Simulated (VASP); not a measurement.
## Mg3Te2O: single point with PBE

Mg3Te2O:

```
CELL_PARAMETERS angstrom
5.58093 0.00000 0.00000
-2.79046 4.83322 0.00000
0.00000 0.00000 5.30757
ATOMIC_POSITIONS crystal
Mg 0.50000 0.00000 0.00000
Mg 0.00000 0.50000 0.00000
Mg 0.50000 0.50000 0.00000
Te 0.33333 0.66667 0.50000
Te 0.66667 0.33333 0.50000
O 0.00000 0.00000 0.00000
```

The cell was built from a structure type or drawn by symmetry, and may not be a known phase.

```yaml
Program: VASP 6.6.1
Task: single point
Functional: PBE
Potentials_or_basis: VASP PAW PBE potentials, release 64 (Mg, Te, O)
Cutoff: 520 eV
k_mesh: 6 × 6 × 2
Occupations: gaussian, width 0.1 eV
Spin: no spin polarisation
```

```
Pressure               : 0.1 GPa
Band gap on the k mesh : zero (bands 12 and 13 overlap by 1.41 eV)
```

Stress tensor (GPa, compression positive):
```
 0.17  0.00  0.00
 0.00  0.17  0.00
 0.00  0.00 -0.02
```

Levels at points of the mesh, in eV from the Fermi level:
```csv
k point,band 9,band 10,band 11,band 12,band 13,band 14,band 15,band 16
"(0.00, 0.00, 0.00)",-2.33,-1.93,-0.50,-0.10,-0.10,0.37,3.55,3.55
"(0.50, 0.00, 0.00)",-1.83,-1.27,-0.73,-0.46,-0.04,0.79,3.05,3.15
"(0.00, 0.00, 0.50)",-2.06,-0.83,-0.52,-0.52,1.12,1.12,1.62,3.67
"(0.50, 0.00, 0.50)",-1.39,-0.53,-0.21,1.00,1.14,1.77,2.75,3.24
```

Wall time 55 s on 1 thread of Intel(R) Xeon(R) Platinum 8375C CPU @ 2.90GHz (Ice Lake) (shared host), peak memory 0.25 GiB.

Caveat: the k points lie up to 0.59 Å⁻¹ apart, too coarse for converged energies and pressures of a metal; spin-orbit coupling is left out, which moves the levels of the heavy elements.
